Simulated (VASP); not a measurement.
Crystal: Ir.

```
CELL_PARAMETERS angstrom
2.71000 0.00000 0.00000
-1.35500 2.34693 0.00000
0.00000 0.00000 4.42543
ATOMIC_POSITIONS crystal
Ir 0.33333 0.66667 0.25000
Ir 0.66667 0.33333 0.75000
```

| Property | Result |
| --- | --- |
| Program | VASP 6.6.1 |
| Task | relaxation of cell and atoms |
| Functional | PBE |
| Potentials or basis | VASP PAW PBE potentials, release 64 (Ir) |
| Cutoff | 600 eV |
| k mesh | 11 × 11 × 6 |
| Occupations | fermi-dirac, width 0.05 eV |
| Spin | no spin polarisation |

At the start: pressure 13.8 GPa; volume 14.07 Å³/atom.

How do energy, volume and symmetry change on relaxing?

Over 9 steps the energy falls by 22.1 meV/atom and the volume is 14.59 Å³/atom (+3.7 %); space group P6_3/mmc (No. 194, to 0.05 Å).

Step by step:
```csv
step,energy change (eV),largest force (eV/Å),pressure (GPa),volume (Å³)
1,0.0000,0.0000,13.79,28.15
2,0.4434,0.0000,-32.36,33.37
3,-0.0435,0.0000,-0.85,29.26
4,-0.0437,0.0000,-0.12,29.20
5,-0.0437,0.0000,0.12,29.18
6,-0.0443,0.0000,0.25,29.17
7,-0.0443,0.0000,0.23,29.17
8,-0.0442,0.0000,-0.61,29.24
9,-0.0443,0.0000,0.02,29.19
```

Final structure:
```yaml
crystal:
  lattice:
    - [2.75033, 0.00000, 0.00000]
    - [-1.37517, 2.38186, 0.00000]
    - [0.00000, 0.00000, 4.45580]
  atoms:
    - { symbol: Ir, position: [0.33333, 0.66667, 0.25000] }
    - { symbol: Ir, position: [0.66667, 0.33333, 0.75000] }
```
